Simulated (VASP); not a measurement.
# KBr in VASP: further runs, part 2 of 2

VASP 6.6.1. The steps go on from the part before.

**6. Single point, PBE**

This run uses another cell than the first one, of 35.94 Å³/atom.

The input, INCAR:

```
PREC     = Accurate       # precision mode
ENCUT    = 520            # plane-wave cutoff, eV
EDIFF    = 1E-6           # SCF threshold, eV
ISMEAR   = 0              # smearing method
SIGMA    = 0.05           # smearing width, eV
LREAL    = F              # projectors in reciprocal space
LASPH    = T              # aspherical terms in the spheres
NELM     = 60             # most SCF steps
ALGO     = Normal         # electronic algorithm
ISIF     = 2              # what is computed and relaxed
LWAVE    = F              # write WAVECAR
LCHARG   = T              # write CHGCAR
GGA      = PE             # functional
LELF     = T              # ELF
LVHAR    = T            
NBANDS   = 15             # bands
```

The input, KPOINTS:

```
Automatic mesh
0
Gamma
  10 10 10
```

The input, POSCAR:

```
KBr
1.0
    0.0000000000      3.3000000000      3.3000000000
    3.3000000000      0.0000000000      3.3000000000
    3.3000000000      3.3000000000      0.0000000000
Br K
1 1
Direct
    0.4981360000      0.5049930000      0.5047960000
   -0.0032670000      0.0131940000     -0.0053410000
```

Potentials or basis: VASP PAW PBE potentials, release 64 (Br, K_sv).

The run is started by

```
cat potpaw_PBE.64/Br/POTCAR potpaw_PBE.64/K_sv/POTCAR > POTCAR
mpirun -np 1 vasp_std > vasp.out
```

OUTCAR:

```text
PREC = Accurate
   ENCUT = 520
   EDIFF = 1E-6
   ISMEAR = 0
   LREAL = F
   LASPH = T
   NELM = 60
   ISIF = 2
   GGA = PE

 ion  position               nearest neighbor table
   1  0.498  0.505  0.505-   2 3.26   2 3.28   2 3.29
   2  0.997  0.013  0.995-   1 3.26   1 3.28   1 3.29

  LATTYP: Found a face centered cubic cell.
 ALAT       =     6.6000000000

  Lattice vectors:

 A1 = (   0.0000000000,   3.3000000000,   3.3000000000)
 A2 = (   3.3000000000,   0.0000000000,   3.3000000000)
 A3 = (   3.3000000000,   3.3000000000,   0.0000000000)

Analysis of symmetry for initial positions (statically):
=====================================================================
 Subroutine PRICEL returns:
 Original cell was already a primitive cell.

 Routine SETGRP: Setting up the symmetry group for a
 face centered cubic supercell.

 Subroutine GETGRP returns: Found  1 space group operations
 (whereof  1 operations were pure point group operations)
 out of a pool of 48 trial point group operations.

The static configuration has the point symmetry C_1 .

Analysis of symmetry for dynamics (positions and initial velocities):
=====================================================================
 Subroutine PRICEL returns:
 Original cell was already a primitive cell.

 Routine SETGRP: Setting up the symmetry group for a
 face centered cubic supercell.

 Subroutine GETGRP returns: Found  1 space group operations
 (whereof  1 operations were pure point group operations)
 out of a pool of 48 trial point group operations.

The dynamic configuration has the point symmetry C_1 .

 Subroutine INISYM returns: Found  1 space group operations
 (whereof  1 operations are pure point group operations),
 and found     1 'primitive' translations

----------------------------------------------------------------------------------------

                                     Primitive cell

[... 113 lines left out ...]
  Thomas-Fermi vector in A             =   2.123975
   LORBIT       =      0    0 simple, 1 ext, 2 COOP (PROOUT), +10 PAW based schemes
   GGA     = PE    functional components
   LHFCALC =     F    Hartree Fock is set to
   AEXX    =    0.0000 exact exchange contribution
   IVDW    =     0    specifies the selected vdW correction
   LEPSILON=     F    determine dielectric tensor
   LRPA    =     F    only Hartree local field effects (RPA)
 non-spin polarized calculation
 Gauss-broadening in eV      SIGMA  =   0.05
  energy-cutoff  :      520.00
  volume of cell :       71.87
 maximum number of plane-waves:      1964
   NGX = 17   NGY = 17   NGZ = 17

 number of electron      16.0000001 magnetization

 Free energy of the ion-electron system (eV)
  ---------------------------------------------------
  ext. energy  EPLUGINS =         0.00000000
  ---------------------------------------------------
  free energy    TOTEN  =        -6.21384832 eV

  energy without entropy =       -6.21384832  energy(sigma->0) =       -6.21384832

 E-fermi :  -1.4151     XC(G=0):  -7.3703

 val. band max:       -1.7412017562   @ k =   0.0000   0.0000   0.0000
 cond. band min:       2.6932147803   @ k =   0.0000   0.0000   0.0000
 fundamental gap:      4.4344165365
 Fermi energy:        -1.4150971748

 k-point     1 :       0.0000    0.0000    0.0000
  band No.  band energies     occupation
      1     -29.5212      2.00000
      2     -14.0336      2.00000
      3     -12.9987      2.00000
      4     -12.9985      2.00000
      5     -12.9981      2.00000
      6      -1.7415      2.00000
      7      -1.7413      2.00000
      8      -1.7412      2.00000
      9       2.6932      0.00000
     10       5.8634      0.00000
     11       5.8652      0.00000
     12       5.8668      0.00000
     13       6.6881      0.00000
     14       6.6902      0.00000
[... 401 lines left out ...]
      2     -14.0572      2.00000
      3     -13.0020      2.00000
      4     -13.0019      2.00000
      5     -12.9616      2.00000
      6      -1.9455      2.00000
      7      -1.7758      2.00000
      8      -1.7757      2.00000
      9       3.0229      0.00000
     10       5.5940      0.00000
     11       6.1167      0.00000
     12       6.1175      0.00000
     13       6.7626      0.00000
     14       6.9589      0.00000
     15      10.3371      0.00000

 [... further k-points ...]
[... 5 lines left out ...]
  --------------------------------------------------------------------------------------
  -------------------------------------------------------------------------------------
  Total        0.3380344      0.3514123      0.3424097     -0.0005583      0.0019765      0.0002999
  in kB        7.5352844      7.8334972      7.6328158     -0.0124451      0.0440586      0.0066863
  external PRESSURE =       7.6671991 kB  Pullay stress =       0.0000000 kB

 VOLUME and BASIS-vectors are now :
 -----------------------------------------------------------------------------
  energy-cutoff  :      520.00
  volume of cell :       71.87
      direct lattice vectors                 reciprocal lattice vectors
     0.000000000  3.300000000  3.300000000    -0.151515152  0.151515152  0.151515152
     3.300000000  0.000000000  3.300000000     0.151515152 -0.151515152  0.151515152
     3.300000000  3.300000000  0.000000000     0.151515152  0.151515152 -0.151515152

 POSITION                                       TOTAL-FORCE (eV/Angst)
 -----------------------------------------------------------------------------------
      3.33230      3.30968      3.31033        -0.007907     -0.047495      0.027856
      3.32591      6.57159      3.33276         0.007907      0.047495     -0.027856
 -----------------------------------------------------------------------------------
    total drift:                                0.000063      0.000010     -0.000012

  FREE ENERGIE OF THE ION-ELECTRON SYSTEM (eV)
  ---------------------------------------------------
  free  energy   TOTEN  =        -6.2138483169 eV

  energy  without entropy=       -6.2138483169  energy(sigma->0) =       -6.21384832
```

OSZICAR:

```text
N       E                     dE             d eps       ncg     rms          rms(c)
DAV:   1     0.972768442070E+02    0.97277E+02   -0.68255E+03 15120   0.932E+02
DAV:   2    -0.200530052162E+00   -0.97477E+02   -0.90343E+02 19449   0.227E+02
DAV:   3    -0.612213352011E+01   -0.59216E+01   -0.58917E+01 21065   0.499E+01
DAV:   4    -0.638490855024E+01   -0.26278E+00   -0.26270E+00 22499   0.898E+00
DAV:   5    -0.638671954383E+01   -0.18110E-02   -0.18110E-02 21385   0.909E-01    0.311E+00
DAV:   6    -0.621494082271E+01    0.17178E+00   -0.21631E-01 19789   0.224E+00    0.227E+00
DAV:   7    -0.620381851549E+01    0.11122E-01   -0.10745E-01 20944   0.177E+00    0.103E+00
DAV:   8    -0.621275640575E+01   -0.89379E-02   -0.11804E-02 16356   0.793E-01    0.116E-01
DAV:   9    -0.621354373948E+01   -0.78733E-03   -0.82754E-04 21294   0.177E-01    0.776E-02
DAV:  10    -0.621382858466E+01   -0.28485E-03   -0.28718E-04 15988   0.973E-02    0.121E-02
DAV:  11    -0.621384627639E+01   -0.17692E-04   -0.28251E-05 21133   0.303E-02    0.608E-03
DAV:  12    -0.621384823948E+01   -0.19631E-05   -0.39322E-06 16687   0.131E-02    0.167E-03
DAV:  13    -0.621384831686E+01   -0.77382E-07   -0.15309E-07 17584   0.224E-03
   1 F= -.62138483E+01 E0= -.62138483E+01  d E =-.275106E-22
```

Run time: 3.7 min. Hardware: 1 thread of Intel Xeon 6975P-C (Granite Rapids), shared host; peak memory 0.63 GiB.

Results:

* Free energy: -6.2138 eV
* Pressure: 0.8 GPa
* Largest force: 0.056 eV/Å
* Band gap on the k mesh: 4.43 eV

Forces in eV/Å, atoms in the order of the input:
```
Br  -0.008 -0.047  0.028
K    0.008  0.047 -0.028
```

Levels at points of the mesh, in eV from the valence-band top:
```tsv
k point	band 6	band 7	band 8	band 9	band 10	band 11
(0.00, 0.00, 0.00)	0.00	0.00	0.00	4.43	7.60	7.61
(0.50, 0.00, 0.00)	-1.18	-0.33	-0.33	6.59	8.23	9.75
(0.00, 0.50, 0.00)	-1.18	-0.33	-0.33	6.59	8.23	9.75
(0.00, 0.00, 0.50)	-1.18	-0.33	-0.33	6.59	8.24	9.75
(0.50, 0.50, 0.50)	-1.18	-0.33	-0.33	6.59	8.23	9.75
(0.50, 0.50, 0.00)	-0.81	-0.29	-0.28	5.87	7.20	9.37
(0.00, 0.50, 0.50)	-0.81	-0.29	-0.29	5.87	7.20	9.37
(0.50, 0.00, 0.50)	-0.81	-0.29	-0.29	5.87	7.20	9.37
```

**7. Overview**

```tsv
level	potentials or basis	spin	cell	k mesh	smearing	gap on the mesh (eV)	pressure (GPa)
r2SCAN+D3(BJ)	VASP PAW PBE potentials, release 64 (Br, K_sv)	off	a = 4.698 Å, angles 60.0°, 2 atoms, atomic positions A	7 × 7 × 7	fermi-dirac 0.05 eV	5.02	-0.7
r2SCAN+D3(BJ)	VASP PAW PBE potentials, release 64 (Br, K_sv)	off	a = 4.728 Å, angles 60.0°, 2 atoms, atomic positions A	7 × 7 × 7	fermi-dirac 0.05 eV	4.97	-0.9
r2SCAN+D3(BJ)	VASP PAW PBE potentials, release 64 (Br, K_sv)	off	a = 4.758 Å, angles 60.0°, 2 atoms, atomic positions A	7 × 7 × 7	fermi-dirac 0.05 eV	4.92	-1.2
LDA	VASP PAW LDA potentials, release 64 (Br, K_sv)	non-collinear, zero start, SOC	a = 4.667 Å, angles 60.0°, 2 atoms, atomic positions A	7 × 7 × 7	fermi-dirac 0.05 eV	-	-1.6
PBE	VASP PAW PBE potentials, release 64 (Br, K_sv)	off	a = 4.667 Å, angles 60.0°, 2 atoms, atomic positions B	10 × 10 × 10	gaussian 0.05 eV	4.43	0.8
```

Alike in all rows: task single point; cutoff (eV) 520.

Caveats: the PAW data sets were made with another functional, which shifts forces and pressure a little (at least some runs); an odd mesh through Γ misses points on the zone boundary, where band edges can lie (at least some runs).

Absolute energies hang on the potentials; compare differences alone.
